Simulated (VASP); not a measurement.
The system is BeSnSb2.

```xyz
4
Lattice="4.1467 0.0000 0.0000 0.0000 4.1467 0.0000 0.0000 0.0000 5.8644" Properties=species:S:1:pos:R:3 pbc="T T T"
Be    0.0000    0.0000    0.0000
Sb    0.0000    2.0734    1.4661
Sb    2.0734    0.0000    4.3983
Sn    2.0734    2.0734    2.9322
```

- Program: VASP 6.6.1
- Task: relaxation of cell and atoms
- Functional: PBEsol
- Potentials or basis: VASP PAW PBE potentials, release 64 (Be, Sb, Sn_d)
- Cutoff: 600 eV
- k mesh: 6 × 6 × 4
- Occupations: fermi-dirac, width 0.03 eV
- Spin: no spin polarisation

At the start: pressure 12.8 GPa; volume 25.21 Å³/atom.

Problem. Where does the relaxation end?

Solution. Over 14 steps the energy falls by 374.9 meV/atom and the volume is 27.88 Å³/atom (+10.6 %); space group P-4m2 (No. 115, to 0.1 Å) before and after.

Step by step:
```tsv
step	energy change (eV)	largest force (eV/Å)	pressure (GPa)	volume (Å³)
1	0.0000	4.3389	12.81	100.84
2	-0.9835	0.2934	-6.06	133.21
3	-1.2230	1.1607	-2.59	121.20
4	-1.2233	1.2025	-2.41	120.76
5	-1.4127	0.7628	-1.22	115.71
6	-1.4848	0.0287	1.35	108.80
7	-1.4918	0.1773	0.65	110.42
8	-1.4918	0.1523	0.74	110.22
9	-1.4975	0.0454	-0.19	111.88
10	-1.4977	0.0172	-0.05	111.63
11	-1.4989	0.0048	-0.05	111.61
12	-1.4994	0.0067	-0.03	111.59
13	-1.4994	0.0102	-0.02	111.59
14	-1.4995	0.0046	0.02	111.53
```

Final structure:
```
Be Sb Sn
1.0
     4.30049    0.00000    0.00000
     0.00000    4.30049    0.00000
     0.00000    0.00000    6.03029
Be Sb Sn
1 2 1
Direct
  0.00000 0.00000 0.00000
  0.00000 0.50000 0.20046
  0.50000 0.00000 0.79954
  0.50000 0.50000 0.50000
```

Caveat: the PAW data sets were made with another functional, which shifts forces and pressure a little.
